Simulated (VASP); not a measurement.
Runs of VASP 6.6.1 on V. The structure is that of space group Im-3m (No. 229), or close to it. The cells are those of the table. 

```csv
cell,k mesh,gap on the mesh (eV),pressure (GPa),moment (μB)
"a = 2.511 Å, angles 109.5°, 1 atom",24 × 24 × 24,none,20.1,0.00
"a = 2.547 Å, angles 109.5°, 1 atom",24 × 24 × 24,none,9.6,0.00
"a = 2.582 Å, angles 109.5°, 1 atom",15 × 15 × 15,none,(a),0.00
"a = 2.474 Å, angles 109.5°, 1 atom",24 × 24 × 24,none,32.8,0.00
```

Alike in all rows: task single point; level r2SCAN; potentials or basis VASP PAW PBE potentials, release 64 (V_sv); spin collinear, ferromagnetic start; cutoff (eV) 550; smearing fermi-dirac 0.05 eV.

Estimate the missing entries.

(a) 0.7.

Caveats: the moments typed at the start vanished in this run; the PAW data sets were made with another functional, which shifts forces and pressure a little; the cell stands under pressure (at least some runs).

A gap of «none» marks levels without a gap at the run's occupations.
